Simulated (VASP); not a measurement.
**AlIn3As4: single point with PBE**

AlIn3As4:

```
CELL_PARAMETERS angstrom
6.06417 0.00000 0.00000
0.00000 6.06417 0.00000
0.00000 0.00000 6.06417
ATOMIC_POSITIONS crystal
Al 0.50000 0.50000 0.50000
In 0.00000 0.00000 0.50000
In 0.00000 0.50000 0.00000
In 0.50000 0.00000 0.00000
As 0.26104 0.26104 0.26104
As 0.26104 0.73896 0.73896
As 0.73896 0.26104 0.73896
As 0.73896 0.73896 0.26104
```

* Program: VASP 6.6.1
* Task: single point
* Functional: PBE
* Potentials or basis: VASP PAW PBE potentials, release 64 (Al, In_d, As)
* Cutoff: 520 eV
* k mesh: 4 × 4 × 4
* Occupations: gaussian, width 0.2 eV
* Spin: no spin polarisation
* Dipole correction: no
* Further INCAR settings: ALGO = Normal; EDIFF = 1e-06; NBANDS = 41

| Item | Value |
| --- | --- |
| Pressure | 0.1 GPa |

Levels at points of the mesh, in eV from the Fermi level:
| k point | band 29 | band 30 | band 31 | band 32 | band 33 | band 34 |
| --- | --- | --- | --- | --- | --- | --- |
| (0.00, 0.00, 0.00) | -0.13 | -0.13 | -0.13 | -0.10 | 1.59 | 1.59 |
| (0.50, 0.00, 0.00) | -1.52 | -1.21 | -1.21 | 2.14 | 2.28 | 2.61 |
| (0.50, 0.50, 0.00) | -1.17 | -1.06 | -0.67 | 2.13 | 2.71 | 2.72 |
| (0.50, 0.50, 0.50) | -0.83 | -0.76 | -0.76 | 0.88 | 0.88 | 0.88 |

Wall time 88 s on 1 thread of Intel(R) Xeon(R) Platinum 8375C CPU @ 2.90GHz (Ice Lake) (shared host), peak memory 0.36 GiB.

Caveat: spin-orbit coupling is left out, which moves the levels of the heavy elements.
